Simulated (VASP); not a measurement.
Crystal: GeSe.

```
Ge Se
1.0
    10.79000    0.00000    0.00000
     0.00000    3.82000    0.00000
     0.00000    0.00000    4.38000
Ge Se
4 4
Direct
  0.12100 0.75000 0.89400
  0.62100 0.75000 0.60600
  0.37900 0.25000 0.39400
  0.87900 0.25000 0.10600
  0.85200 0.75000 0.49700
  0.35200 0.75000 0.00300
  0.64800 0.25000 0.99700
  0.14800 0.25000 0.50300
```

* Program: VASP 6.6.1
* Task: relaxation of cell and atoms
* Functional: PBE
* Potentials or basis: VASP PAW PBE potentials, release 64 (Ge_d, Se)
* Cutoff: 600 eV
* k mesh: 4 × 8 × 6
* Occupations: gaussian, width 0.03 eV
* Spin: no spin polarisation

At the start: pressure 3.3 GPa; volume 22.57 Å³/atom.

Problem. Where does the relaxation end?

Solution. Over 30 steps the energy falls by 15.9 meV/atom and the volume is 24.51 Å³/atom (+8.6 %); space group Pnma (No. 62, to 0.1 Å) before and after.

Step by step:
| step | energy change (eV) | largest force (eV/Å) | pressure (GPa) | volume (Å³) |
| --- | --- | --- | --- | --- |
| 1 | 0.0000 | 0.2660 | 3.26 | 180.53 |
| 2 | -0.0827 | 0.3201 | -0.96 | 192.80 |
| 3 | -0.0960 | 0.1890 | 0.11 | 189.32 |
| 4 | -0.1042 | 0.1494 | 0.13 | 190.16 |
| 5 | -0.1140 | 0.0645 | 0.12 | 192.70 |
| 6 | -0.1183 | 0.0455 | -0.02 | 194.06 |
| 7 | -0.1204 | 0.0409 | -0.20 | 195.93 |
| 8 | -0.1238 | 0.0184 | -0.10 | 196.10 |
| 9 | -0.1256 | 0.0269 | 0.06 | 196.28 |
| 10 | -0.1257 | 0.0318 | 0.14 | 196.34 |
| 11 | -0.1260 | 0.0151 | -0.02 | 197.06 |
| 12 | -0.1260 | 0.0160 | 0.01 | 196.93 |
| 13 | -0.1260 | 0.0154 | -0.06 | 197.00 |
| 14 | -0.1260 | 0.0156 | 0.00 | 196.96 |
| 15 | -0.1260 | 0.0155 | -0.04 | 196.97 |
| 16 | -0.1261 | 0.0155 | 0.04 | 196.79 |
| 17 | -0.1261 | 0.0156 | 0.01 | 196.79 |
| 18 | -0.1262 | 0.0127 | 0.00 | 196.79 |
| 19 | -0.1263 | 0.0142 | -0.03 | 196.79 |
| 20 | -0.1263 | 0.0320 | -0.10 | 196.78 |
| 21 | -0.1264 | 0.0258 | -0.07 | 196.78 |
| 22 | -0.1264 | 0.0249 | -0.04 | 196.76 |
| 23 | -0.1264 | 0.0245 | -0.05 | 196.70 |
| 24 | -0.1265 | 0.0233 | -0.02 | 196.58 |
| 25 | -0.1267 | 0.0209 | -0.01 | 196.34 |
| 26 | -0.1268 | 0.0161 | 0.04 | 195.85 |
| 27 | -0.1269 | 0.0153 | 0.05 | 195.88 |
| 28 | -0.1270 | 0.0132 | 0.02 | 195.98 |
| 29 | -0.1270 | 0.0126 | 0.01 | 196.02 |
| 30 | -0.1271 | 0.0092 | 0.03 | 196.07 |

Final structure:
```
Ge Se
1.0
    11.18106    0.00000    0.00000
     0.00000    3.88934    0.00000
     0.00000    0.00000    4.50868
Ge Se
4 4
Direct
  0.12626 0.75000 0.88310
  0.62626 0.75000 0.61690
  0.37374 0.25000 0.38310
  0.87374 0.25000 0.11690
  0.85274 0.75000 0.49919
  0.35274 0.75000 0.00081
  0.64726 0.25000 0.99919
  0.14726 0.25000 0.50081
```
